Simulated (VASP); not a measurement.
# GaN (P6_3mc) in VASP: a series of runs, part 2 of 2

VASP 6.6.1. The steps go on from the part before.

### 5 Single point, PBE

The input, INCAR:

```
PREC     = Accurate       # precision mode
ENCUT    = 520            # plane-wave cutoff, eV
EDIFF    = 1E-6           # SCF threshold, eV
ISMEAR   = 0              # smearing method
SIGMA    = 0.01           # smearing width, eV
LREAL    = F              # projectors in reciprocal space
LASPH    = T              # aspherical terms in the spheres
NELM     = 100            # most SCF steps
ALGO     = Normal         # electronic algorithm
ISIF     = 2              # what is computed and relaxed
LWAVE    = F              # write WAVECAR
LCHARG   = F              # write CHGCAR
GGA      = PE             # functional
NBANDS   = 26             # bands
```

The input, KPOINTS:

```
Automatic mesh
0
Gamma
  12 12 6
```

The input, POSCAR:

```
GaN
1.0
    3.1831488267      0.0000000000      0.0000000000
   -1.5915744133      2.7566877479      0.0000000000
    0.0000000000      0.0000000000      5.1836275463
Ga N
2 2
Direct
    0.6666666667      0.3333333333      0.4991132225
    0.3333333333      0.6666666667      0.9991132225
    0.6666666667      0.3333333333      0.8758867775
    0.3333333333      0.6666666667      0.3758867775
```

Potentials or basis: VASP PAW PBE potentials, release 64 (Ga_d, N).

The run is started by

```sh
$ cat potpaw_PBE.64/Ga_d/POTCAR potpaw_PBE.64/N/POTCAR > POTCAR
$ mpirun -np 1 vasp_std > vasp.out
```

OUTCAR:

```text
PREC = Accurate
   ENCUT = 520
   EDIFF = 1E-6
   ISMEAR = 0
   LREAL = F
   LASPH = T
   NELM = 100
   ISIF = 2
   GGA = PE

 ion  position               nearest neighbor table
   1  0.667  0.333  0.499-   4 1.95   4 1.95   4 1.95   3 1.95
   2  0.333  0.667  0.999-   3 1.95   3 1.95   3 1.95   4 1.95
   3  0.667  0.333  0.876-   2 1.95   2 1.95   2 1.95   1 1.95
   4  0.333  0.667  0.376-   1 1.95   1 1.95   1 1.95   2 1.95

  LATTYP: Found a hexagonal cell.
 ALAT       =     3.1831488267
 C/A-ratio  =     1.6284590600

  Lattice vectors:

 A1 = (   3.1831488267,   0.0000000000,   0.0000000000)
 A2 = (  -1.5915744133,   2.7566877479,   0.0000000000)
 A3 = (   0.0000000000,   0.0000000000,   5.1836275463)

Analysis of symmetry for initial positions (statically):
=====================================================================
 Subroutine PRICEL returns:
 Original cell was already a primitive cell.

 Routine SETGRP: Setting up the symmetry group for a
 hexagonal supercell.

 Subroutine GETGRP returns: Found 12 space group operations
 (whereof  6 operations were pure point group operations)
 out of a pool of 24 trial point group operations.

The static configuration has the point symmetry C_3v.
 The point group associated with its full space group is C_6v.

Analysis of symmetry for dynamics (positions and initial velocities):
=====================================================================
 Subroutine PRICEL returns:
 Original cell was already a primitive cell.

 Routine SETGRP: Setting up the symmetry group for a
 hexagonal supercell.

 Subroutine GETGRP returns: Found 12 space group operations
 (whereof  6 operations were pure point group operations)
 out of a pool of 24 trial point group operations.

The dynamic configuration has the point symmetry C_3v.
 The point group associated with its full space group is C_6v.

 Subroutine INISYM returns: Found 12 space group operations
 (whereof  6 operations are pure point group operations),
[... 113 lines left out ...]
   EMIN   =  10.00;   EMAX   =-10.00  energy-range for DOS
   EFERMI =   0.00;   METHOD = LEGACY
   ISMEAR =     0;   SIGMA  =   0.01  broadening in eV -4-tet -1-fermi 0-gaus
   EFERMI_NEDOS =   21; number of points for ismear=-14 and -15
   IALGO  =     38    algorithm
   IMIX   =      4    mixing-type and parameters
     AMIX     =   0.40;   BMIX     =  1.00
     AMIX_MAG =   1.60;   BMIX_MAG =  1.00
  volume/ion in A,a.u.               =      11.37        76.74
  Fermi-wavevector in a.u.,A,eV,Ry     =   1.514315  2.861640 31.200199  2.293150
  Thomas-Fermi vector in A             =   2.623989
   LORBIT       =      0    0 simple, 1 ext, 2 COOP (PROOUT), +10 PAW based schemes
   GGA     = PE    functional components
   LHFCALC =     F    Hartree Fock is set to
   AEXX    =    0.0000 exact exchange contribution
   IVDW    =     0    specifies the selected vdW correction
   LEPSILON=     F    determine dielectric tensor
   LRPA    =     F    only Hartree local field effects (RPA)
 non-spin polarized calculation
 Gauss-broadening in eV      SIGMA  =   0.01
  energy-cutoff  :      520.00
  volume of cell :       45.49
 maximum number of plane-waves:      1248
 NGX is ok and might be reduce to    24
   NGX = 11   NGY = 11   NGZ = 19

 number of electron      35.9999993 magnetization

 Free energy of the ion-electron system (eV)
  ---------------------------------------------------
  ext. energy  EPLUGINS =         0.00000000
  ---------------------------------------------------
  free energy    TOTEN  =       -24.29726806 eV

  energy without entropy =      -24.29726806  energy(sigma->0) =      -24.29726806

 E-fermi :   5.4151     XC(G=0): -11.6932

 val. band max:        5.3663809213   @ k =   0.0000   0.0000   0.0000
 cond. band min:       7.3083045238   @ k =   0.0000   0.0000   0.0000
 fundamental gap:      1.9419236025
 Fermi energy:         5.4150842419

 k-point     1 :       0.0000    0.0000    0.0000
  band No.  band energies     occupation
      1     -10.6503      2.00000
      2      -9.7153      2.00000
      3      -8.0746      2.00000
      4      -8.0594      2.00000
      5      -8.0594      2.00000
      6      -7.9973      2.00000
[... 685 lines left out ...]
     25      16.7317      0.00000
     26      18.5225      0.00000

 [... further k-points ...]
[... 5 lines left out ...]
  --------------------------------------------------------------------------------------
  -------------------------------------------------------------------------------------
  Total        1.7729634      1.7729634      1.8087100      0.0000000      0.0000000      0.0000000
  in kB       62.4499429     62.4499429     63.7090626      0.0000000      0.0000000      0.0000000
  external PRESSURE =      62.8696494 kB  Pullay stress =       0.0000000 kB

 VOLUME and BASIS-vectors are now :
 -----------------------------------------------------------------------------
  energy-cutoff  :      520.00
  volume of cell :       45.49
      direct lattice vectors                 reciprocal lattice vectors
     3.183148827  0.000000000  0.000000000     0.314154334  0.181377089  0.000000000
    -1.591574413  2.756687748  0.000000000     0.000000000  0.362754179  0.000000000
     0.000000000  0.000000000  5.183627546     0.000000000  0.000000000  0.192915095

 POSITION                                       TOTAL-FORCE (eV/Angst)
 -----------------------------------------------------------------------------------
      1.59157      0.91890      2.58722         0.000000      0.000000      0.004533
     -0.00000      1.83779      5.17903         0.000000     -0.000000      0.004533
      1.59157      0.91890      4.54027        -0.000000      0.000000     -0.004533
     -0.00000      1.83779      1.94846        -0.000000      0.000000     -0.004533
 -----------------------------------------------------------------------------------
    total drift:                               -0.000001     -0.000001     -0.001095

  FREE ENERGIE OF THE ION-ELECTRON SYSTEM (eV)
  ---------------------------------------------------
  free  energy   TOTEN  =       -24.2972680598 eV

  energy  without entropy=      -24.2972680598  energy(sigma->0) =      -24.29726806
```

Wall time 32 s (1 thread of Intel Xeon 6975P-C (Granite Rapids), shared host); peak memory 0.21 GiB.

Results:

```
Free energy            : -24.2973 eV
Pressure               : 6.3 GPa
Largest force          : 0.005 eV/Å
Band gap on the k mesh : 1.94 eV, direct
```

Forces on the atoms (eV/Å):
```
Ga   0.000  0.000  0.005
Ga   0.000  0.000  0.005
N    0.000  0.000 -0.005
N    0.000  0.000 -0.005
```

Stress tensor (GPa, compression positive):
```
6.24 0.00 0.00
0.00 6.24 0.00
0.00 0.00 6.37
```

PBE gaps usually lie below the measured ones, often by a third to a half.

### 6 The runs side by side

| level | k mesh | gap on the mesh (eV) | pressure (GPa) |
| --- | --- | --- | --- |
| PBE | 6 × 6 × 4 | 1.94 | 6.3 |
| r2SCAN | 6 × 6 × 4 | 2.34 | 1.1 |
| PBE | 12 × 12 × 6 | 1.94 | 6.3 |

Alike in all rows: task single point; potentials or basis VASP PAW PBE potentials, release 64 (Ga_d, N); no spin polarisation; cell as given; cutoff (eV) 520; smearing gaussian 0.01 eV.

On the cell as given the gap runs from 1.94 eV (PBE) to 2.34 eV (r2SCAN); the meshes differ, which moves gaps too. The pressure there spans 1.1 GPa (r2SCAN) to 6.3 GPa (PBE); a positive pressure means that this level wants a larger cell, a negative one a smaller.

Caveats: the PAW data sets were made with another functional, which shifts forces and pressure a little (some runs).

Total energies depend on the potentials used, so only differences within one code and one set of settings carry meaning.
